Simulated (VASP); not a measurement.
Input of a VASP 6.6.1 run:

The input INCAR:

```
SYSTEM = Si
PREC = Accurate ; ENCUT = 520
EDIFF = 1E-7 ; ISMEAR = 0
SIGMA = 0.1 ; LREAL = .FALSE.
LASPH = .TRUE. ; NELM = 100
ALGO = Normal ; ISIF = 2
LWAVE = .FALSE. ; LCHARG = .FALSE.
LDIPOL = .TRUE. ; IDIPOL = 3
DIPOL = 0.5 0.5 0.373 ; GGA = PE
IVDW = 12 ; NBANDS = 16
```

KPOINTS

```
Automatic mesh
0
G
  9 9 1
  0 0 0
```

File POSCAR:

```
Si
1.0
    3.8475254764      0.0000000000      0.0000000000
   -1.9237627382      3.3320548043      0.0000000000
    0.0000000000      0.0000000000     18.4415958250
Si
4
Direct
    0.3333333333      0.6666666667      0.2695427207
    0.6666666667      0.3333333333      0.2440135899
    0.6666666667      0.6666666667      0.5011277718
    0.3333333333      1.0000000000      0.4755986410
```

Potentials or basis: VASP PAW PBE potentials, release 64 (Si).

The run is started by

```sh
$ cat potpaw_PBE.64/Si/POTCAR > POTCAR
$ mpirun -np 1 vasp_std > vasp.out
```

**Question.** What does it give for the dispersion energy per atom?

**Answer.** -0.248 eV.

**Question.** Predict the largest force.

**Answer.** 0.185 eV/Å.

Forces in eV/Å, atoms in the order of the input:
```
Si   0.002  0.004  0.185
Si   0.003 -0.013  0.024
Si  -0.010  0.009 -0.024
Si   0.004  0.000 -0.185
```

Caveat: the cell differs from its parent crystal (layers slid over each other).
